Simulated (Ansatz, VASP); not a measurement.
# Ge: VASP beside Ansatz

```
Ge
1.0
    -1.68861    1.68861    1.68861
     1.68861   -1.68861    1.68861
     1.68861    1.68861   -1.68861
Ge
1
Direct
  0.00000 0.00000 0.00000
```

Alike in both runs: functional PBE; k mesh 6 × 6 × 6; occupations gaussian, width 0.1 eV; no spin polarisation.

Ansatz relaxed the structure, and its values are those at the end. VASP's run is a single point on that final structure, the one shown.

|  | VASP | Ansatz |
| --- | --- | --- |
| version | VASP 6.6.1 | Ansatz 0.2.0 |
| potentials or method | VASP PAW PBE potentials, release 64 (Ge_d), cutoff 520 eV | scalar-relativistic, plane waves, PAW |
| valence electrons in the cell | 14 | 14 |

VASP gave:

```
gap on the k mesh at the Fermi level (eV) : none
pressure (GPa)                            : -0.1
```

Q: What did Ansatz give for the same quantities?

A: gap on the k mesh at the Fermi level (eV): none; pressure (GPa): 0.0.

A gap of «none» marks a metal or a gap that the smearing closes.

The k mesh is coarse, so the values compare programs but aren't converged.
